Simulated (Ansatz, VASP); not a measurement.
## Sb2S3: VASP beside Ansatz

```
Sb S
1.0
    11.16429    0.00000    0.00000
     0.00000    3.84547    0.00000
     0.00000    0.00000   10.94319
Sb S
8 12
Direct
  0.47895 0.25000 0.32630
  0.02105 0.75000 0.82630
  0.97895 0.25000 0.17370
  0.52105 0.75000 0.67370
  0.34558 0.75000 0.03430
  0.15442 0.25000 0.53430
  0.84558 0.75000 0.46570
  0.65442 0.25000 0.96570
  0.28891 0.25000 0.19369
  0.21109 0.75000 0.69369
  0.78891 0.25000 0.30631
  0.71109 0.75000 0.80631
  0.55067 0.75000 0.12654
  0.94933 0.25000 0.62654
  0.05067 0.75000 0.37346
  0.44933 0.25000 0.87346
  0.37548 0.75000 0.44139
  0.12452 0.25000 0.94139
  0.87548 0.75000 0.05861
  0.62452 0.25000 0.55861
```

Alike in both runs: functional PBE; dispersion D3(BJ); k mesh 4 × 8 × 4; occupations gaussian, width 0.02 eV; no spin polarisation.

Ansatz relaxed the structure, and its values are those at the end. VASP's run is a single point on that final structure, the one shown.

```csv
,VASP,Ansatz
version,VASP 6.6.1,Ansatz 0.2.0
potentials or method,"VASP PAW PBE potentials, release 64 (Sb, S), cutoff 500 eV","scalar-relativistic, plane waves, PAW"
valence electrons in the cell,112,192
```

Ansatz gave:

| Item | Value |
| --- | --- |
| gap on the k mesh at the Fermi level (eV) | 1.22 |
| least direct gap on the mesh (eV) | 1.22 |
| pressure (GPa) | 0.0 |
| rms of the force components (eV/Å) | 0.002 |

What did VASP give for the same quantities?

gap on the k mesh at the Fermi level (eV): 1.21; least direct gap on the mesh (eV): 1.21; pressure (GPa): -0.2; rms of the force components (eV/Å): 0.005.

VASP's potentials hold 112 valence electrons a cell and Ansatz's 192, so a difference there can come from the potentials and not from the codes.

Spin-orbit coupling is off throughout.
